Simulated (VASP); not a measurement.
GaSb (zincblende type), 2 atoms in the cell. It takes space group F-43m (No. 216, cubic). The conventional cell has a = 4.957 Å, b = 4.957 Å, c = 4.957 Å, α = 90.00°, β = 90.00°, γ = 90.00°. Ga (site symmetry -43m) has 4 Sb at 2.15 Å within 2.8 Å. Sb (site symmetry -43m) has 4 Ga at 2.15 Å within 2.8 Å.  This cell differs from its parent crystal: volume scaled by 0.55.

```yaml
Program: VASP 6.6.1
Task: single point
Functional: LDA
Potentials_or_basis: VASP PAW LDA potentials, release 64 (Ga_d, Sb)
Cutoff: 520 eV
k_mesh: 11 × 11 × 11
Occupations: fermi-dirac, width 0.1 eV
Spin: no spin polarisation
Dipole_correction: no
Further_INCAR_settings: ALGO = Normal; EDIFF = 1e-07; NBANDS = 16
```

Potentials or basis: VASP PAW LDA potentials, release 64 (Ga_d, Sb).

Run with:

```sh
$ cat potpaw_LDA.64/Ga_d/POTCAR potpaw_LDA.64/Sb/POTCAR > POTCAR
$ mpirun -np 1 vasp_std > vasp.out
```

Hardware: 1 thread of Intel Xeon 6975P-C, on a shared host.

Question: How long does it take, and how much memory?

Answer: It took 24 s on 1 thread of Intel Xeon 6975P-C (shared host), peak memory 0.16 GiB. Counts: scf iterations 12, k points 56.
